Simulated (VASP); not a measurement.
Here is a VASP 6.6.1 calculation.

Contents of INCAR:

```
ALGO     = Normal         # electronic algorithm
EDIFF    = 1E-6           # SCF threshold, eV
ENCUT    = 520            # plane-wave cutoff, eV
GGA      = CA             # functional
ISIF     = 2              # what is computed and relaxed
ISMEAR   = -1             # smearing method
LASPH    = T              # aspherical terms in the spheres
LCHARG   = F              # write CHGCAR
LREAL    = F              # projectors in reciprocal space
LWAVE    = F              # write WAVECAR
NBANDS   = 12             # bands
NELM     = 80             # most SCF steps
PREC     = Accurate       # precision mode
SIGMA    = 0.1            # smearing width, eV
```

File KPOINTS:

```
k-points
0
Gamma
  12 12 7
```

File POSCAR:

```
Sb
1.0
    3.3813809417      0.0000000000      0.0000000000
   -1.6906904709      2.9283617954      0.0000000000
    0.0000000000      0.0000000000      5.5905144470
Sb
2
Direct
    0.3333333333      0.6666666667      0.2500000000
    0.6666666667      0.3333333333      0.7500000000
```

Potentials or basis: VASP PAW LDA potentials, release 64 (Sb).

The run is started by

```sh
$ cat potpaw_LDA.64/Sb/POTCAR > POTCAR
$ mpirun -np 1 vasp_std > vasp.out
```

Problem. Estimate the band gap on the k mesh.

Solution. Zero (band 5 reaches 12.13 eV, above the bottom of band 6 at 5.27 eV).

Problem. What does it give for the pressure?

Solution. -4.3 GPa.

Stress tensor (GPa, compression positive):
```
-4.27  0.00  0.00
 0.00 -4.27  0.00
 0.00  0.00 -4.40
```

Caveat: spin-orbit coupling is left out, which moves the levels of the heavy elements.
